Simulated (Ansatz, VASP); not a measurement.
**One calculation of Ba2ZnC2, two programs**

POSCAR

```
Ba2ZnC2
1.0
    0.0000000000      4.1000710000      0.0000000000
    4.1000710000      0.0000000000      0.0000000000
    2.0500350000      2.0500350000     -6.4458600000
Ba Zn C
2 1 2
Direct
    0.3443000000      0.3443000000      0.3114000000
    0.6557000000      0.6557000000      0.6886000000
    0.0000000000      0.0000000000      0.0000000000
    0.1411000000      0.1411000000      0.7178000000
    0.8589000000      0.8589000000      0.2822000000
```

Contents of INCAR.step1:

```
SYSTEM = Ba2ZnC2
ALGO = Normal
EDIFF = 1E-4
ENCUT = 520
GGA = PE
ISMEAR = 1
LASPH = .TRUE.
LCHARG = .FALSE.
LREAL = .FALSE.
LWAVE = .TRUE.
NBANDS = 28
NELM = 80
PREC = Accurate
SIGMA = 0.15
```

INCAR.step2

```
SYSTEM = Ba2ZnC2
ALGO = Normal
EDIFF = 1E-6
ENCUT = 520
ISIF = 2
ISMEAR = 1
ISTART = 1
LASPH = .TRUE.
LCHARG = .FALSE.
LMIXTAU = .TRUE.
LREAL = .FALSE.
LWAVE = .FALSE.
METAGGA = R2SCAN
NBANDS = 28
NELM = 80
PREC = Accurate
SIGMA = 0.15
```

File KPOINTS:

```
k-points
0
G
  5 5 5
  0 0 0
```

Input for Ansatz:

```yaml
crystal:
  lattice:
    - [0.0, 4.100071, 0.0]
    - [4.100071, 0.0, 0.0]
    - [2.050035, 2.050035, -6.44586]
  atoms:
    - { symbol: Ba, position: [0.3443, 0.3443, 0.3114] }
    - { symbol: Ba, position: [0.6557, 0.6557, 0.6886] }
    - { symbol: Zn, position: [0.0, 0.0, 0.0] }
    - { symbol: C, position: [0.1411, 0.1411, 0.7178] }
    - { symbol: C, position: [0.8589, 0.8589, 0.2822] }
  symmetry: { tolerance: 0.0003 }
kpoints:
  mp_grid: { grid: [5, 5, 5], shift: [0, 0, 0] }
magnetization:
  spin_polarized: false
scf:
  occupations: { method: methfessel_paxton, width: 0.15 }
  n_extra_bands: 4
hamiltonian:
  pseudopotentials: { kind: paw }
  xc: r2scan
basis:
  ecutwfc: 500
output:
  forces: true
  stress: true
  eigenvalues: true
```

Alike in both runs: task single point; functional r2SCAN; k mesh 5 × 5 × 5; occupations methfessel-paxton of order 1, width 0.15 eV; no spin polarisation.

|  | VASP | Ansatz |
| --- | --- | --- |
| version | VASP 6.6.1 | Ansatz 0.2.0 |
| potentials or method | VASP PAW PBE potentials, release 64 (Ba_sv, Zn, C), cutoff 520 eV | PAW plane waves |
| valence electrons in the cell | 40 | 40 |

Ansatz gave:

- gap on the k mesh at the Fermi level (eV): none
- pressure (GPa): 7.4
- traceless stress, the component that is largest in VASP (GPa): 6.58
- rms of the force components (eV/Å): 0.394

Q: What did VASP give for the same quantities?

A: gap on the k mesh at the Fermi level (eV): none; pressure (GPa): 9.0; traceless stress, the component that is largest in VASP (GPa): 7.31; rms of the force components (eV/Å): 0.460.

VASP's potentials were made for PBE, not for r2SCAN. Atom by atom the forces differ by 0.075 eV/Å (rms over components). A gap of «none» marks a metal or a gap that the smearing closes.

Neither program's run includes spin-orbit coupling.
